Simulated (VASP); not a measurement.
Input of a VASP 6.6.1 run:

Contents of INCAR:

```
ALGO = Normal
DIPOL = 0.5 0.5 0.484
EDIFF = 1E-7
ENCUT = 520
GGA = PE
IDIPOL = 3
ISIF = 2
ISMEAR = -1
LASPH = T
LCHARG = F
LDIPOL = T
LREAL = F
LWAVE = F
NBANDS = 80
NELM = 100
PREC = Accurate
SIGMA = 0.05
```

File KPOINTS:

```
k-points
0
Gamma
  5 5 1
```

File POSCAR:

```
Ta6H
1.0
    5.7202017150      0.0000000000      0.0000000000
   -1.9067339050      5.3930578966      0.0000000000
    0.0000000000      0.0000000000     22.6705251426
Ta H
12 2
Direct
    0.2500000000      0.2500000000      0.3528811066
    0.2500000000      0.7500000000      0.3528811066
    0.7500000000      0.2500000000      0.3528811066
    0.7500000000      0.7500000000      0.3528811066
    0.5000000000      0.5000000000      0.4558898617
    0.5000000000      0.0000000000      0.4558898617
    0.0000000000      0.5000000000      0.4558898617
    0.0000000000      0.0000000000      0.4558898617
    0.7500000000      0.7500000000      0.5588986167
    0.7500000000      0.2500000000      0.5588986167
    0.2500000000      0.7500000000      0.5588986167
    0.2500000000      0.2500000000      0.5588986167
    0.9166666667      0.5833333333      0.6550587183
    1.0441028534      0.5733211124      0.6550587183
```

Potentials or basis: VASP PAW PBE potentials, release 64 (Ta_pv, H).

Command:

```sh
$ cat potpaw_PBE.64/Ta_pv/POTCAR potpaw_PBE.64/H/POTCAR > POTCAR
$ mpirun -np 1 vasp_std > vasp.out
```

(1) Estimate the largest force.

(2) What does it give for the band gap on the k mesh?

Answers

(1) 0.899 eV/Å.

(2) zero (bands 67 and 68 overlap by 0.76 eV).

Caveat: spin-orbit coupling is left out, which moves the levels of the heavy elements.
